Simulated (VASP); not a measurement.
A run of VASP 6.6.1 is set up as follows.

File INCAR:

```
PREC = Accurate
ENCUT = 520
EDIFF = 1E-7
ISMEAR = 0
SIGMA = 0.05
LREAL = Auto
LASPH = T
NELM = 80
ALGO = Normal
ISIF = 2
LWAVE = F
LCHARG = F
GGA = PE
NBANDS = 126
```

File KPOINTS:

```
Automatic mesh
0
Gamma
  2 2 2
```

POSCAR

```
SiC
1.0
   -4.6140000000      2.6638940000      5.0480000000
    4.6140000000     -2.6638940000      5.0480000000
    4.6140000000      7.9916820000     -5.0480000000
Si C
24 24
Direct
    0.8333330000      0.1666670000      0.0000000000
    0.3333330000      0.6666670000      0.0000000000
    0.1666660000      0.0000000000      0.1666670000
    0.6666660000      0.5000000000      0.1666670000
    0.5000000000      0.8333340000      0.3333330000
    0.0000000000      0.3333340000      0.3333330000
    0.8333330000      0.6666670000      0.5000000000
    0.3333330000      0.1666670000      0.5000000000
    0.1666660000      0.5000000000      0.6666670000
    0.6666660000      0.0000000000      0.6666670000
    0.5000000000      0.3333340000      0.8333330000
    0.0000000000      0.8333340000      0.8333330000
    0.4166670000      0.0833330000      0.0000000000
    0.9166670000      0.5833330000      0.0000000000
    0.7500000000      0.9166660000      0.1666670000
    0.2500000000      0.4166660000      0.1666670000
    0.0833340000      0.7500000000      0.3333330000
    0.5833340000      0.2500000000      0.3333330000
    0.4166670000      0.5833330000      0.5000000000
    0.9166670000      0.0833330000      0.5000000000
    0.7500000000      0.4166660000      0.6666670000
    0.2500000000      0.9166660000      0.6666670000
    0.0833340000      0.2500000000      0.8333330000
    0.5833340000      0.7500000000      0.8333330000
    0.0258330000      0.3591670000      0.0000000000
    0.5258330000      0.8591670000      0.0000000000
    0.3591660000      0.1925000000      0.1666670000
    0.8591660000      0.6925000000      0.1666670000
    0.6925000000      0.0258340000      0.3333330000
    0.1925000000      0.5258340000      0.3333330000
    0.0258330000      0.8591670000      0.5000000000
    0.5258330000      0.3591670000      0.5000000000
    0.3591660000      0.6925000000      0.6666670000
    0.8591660000      0.1925000000      0.6666670000
    0.6925000000      0.5258340000      0.8333330000
    0.1925000000      0.0258340000      0.8333330000
    0.6091670000      0.2758330000      0.0000000000
    0.1091670000      0.7758330000      0.0000000000
    0.9425000000      0.1091660000      0.1666670000
    0.4425000000      0.6091660000      0.1666670000
    0.2758340000      0.9425000000      0.3333330000
    0.7758340000      0.4425000000      0.3333330000
    0.6091670000      0.7758330000      0.5000000000
    0.1091670000      0.2758330000      0.5000000000
    0.9425000000      0.6091660000      0.6666670000
    0.4425000000      0.1091660000      0.6666670000
    0.2758340000      0.4425000000      0.8333330000
    0.7758340000      0.9425000000      0.8333330000
```

Potentials or basis: VASP PAW PBE potentials, release 64 (Si, C).

Run with:

```bash
$ cat potpaw_PBE.64/Si/POTCAR potpaw_PBE.64/C/POTCAR > POTCAR
$ mpirun -np 1 vasp_std > vasp.out
```

**Question.** Predict the largest force.

**Answer.** 0.754 eV/Å.

**Question.** What does it give for the pressure?

**Answer.** 3.6 GPa.

**Question.** Estimate the band gap on the k mesh.

**Answer.** 2.32 eV.

Stress tensor (GPa, compression positive):
```
5.31 0.01 0.00
0.01 5.32 0.00
0.00 0.00 0.27
```

Caveat: the k points lie up to 0.46 Å⁻¹ apart. A k mesh can miss the band edges.
